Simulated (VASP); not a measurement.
## TiO2: relaxation of the atoms with PBE

The system is TiO2.

```
CELL_PARAMETERS angstrom
4.59400 0.00000 0.00000
0.00000 4.59400 0.00000
0.00000 0.00000 3.04777
ATOMIC_POSITIONS crystal
Ti 0.00000 0.00000 0.00000
Ti 0.50000 0.50000 0.50000
O 0.30428 0.30428 0.00000
O 0.19572 0.80428 0.50000
O 0.69572 0.69572 0.00000
O 0.80428 0.19572 0.50000
```

This cell differs from its parent crystal: z stretched by +3 %.

| Property | Result |
| --- | --- |
| Program | VASP 6.6.1 |
| Task | relaxation of the atoms |
| Functional | PBE |
| Potentials or basis | VASP PAW PBE potentials, release 64 (Ti_sv, O) |
| Cutoff | 520 eV |
| k mesh | 7 × 7 × 10 |
| Occupations | fermi-dirac, width 0.02 eV |
| Spin | no spin polarisation |
| Dipole correction | no |
| Further INCAR settings | ALGO = Normal; EDIFF = 1e-06; IBRION = 2; EDIFFG = -0.02; NSW = 80 |

The energy gained by relaxing is 0.2 meV/atom, the ionic steps are 2 and the pressure after relaxing is -2.3 GPa. The largest force after relaxing is 0.011 eV/Å and the band gap on the k mesh is 1.75 eV.

Forces in eV/Å, atoms in the order of the input:
```
Ti   0.000  0.000  0.000
Ti   0.000  0.000  0.000
O    0.008  0.008  0.000
O   -0.008  0.008  0.000
O   -0.008 -0.008  0.000
O    0.008 -0.008  0.000
```

Stress tensor (GPa, compression positive):
```
 0.87  0.00  0.00
 0.00  0.87  0.00
 0.00  0.00 -8.51
```

The path:
```
step  energy change (eV)  largest force (eV/Å)  pressure (GPa)
   1              0.0000                0.0961           -2.40
   2             -0.0010                0.0110           -2.25
```

Final structure:
```yaml
crystal:
  lattice:
    - [4.59400, 0.00000, 0.00000]
    - [0.00000, 4.59400, 0.00000]
    - [0.00000, 0.00000, 3.04777]
  atoms:
    - { symbol: Ti, position: [0.00000, 0.00000, 0.00000] }
    - { symbol: Ti, position: [0.50000, 0.50000, 0.50000] }
    - { symbol: O, position: [0.30499, 0.30499, 0.00000] }
    - { symbol: O, position: [0.19501, 0.80499, 0.50000] }
    - { symbol: O, position: [0.69501, 0.69501, 0.00000] }
    - { symbol: O, position: [0.80499, 0.19501, 0.50000] }
```

Levels at points of the mesh, in eV from the valence-band top:
| k point | band 21 | band 22 | band 23 | band 24 | band 25 | band 26 | band 27 | band 28 |
| --- | --- | --- | --- | --- | --- | --- | --- | --- |
| (0.00, 0.00, 0.00) | -0.82 | -0.45 | -0.45 | 0.00 | 1.75 | 2.08 | 2.16 | 2.26 |
| (0.00, 0.00, 0.50) | -2.39 | -2.39 | -1.40 | -1.40 | 2.75 | 2.75 | 2.82 | 2.82 |

Run time: 83 s on 1 thread of Intel(R) Xeon(R) Platinum 8488C (Sapphire Rapids), with other jobs on the host, peak memory 0.23 GiB.

Caveat: the cell differs from its parent crystal (z stretched by +3 %). A k mesh can miss the band edges.
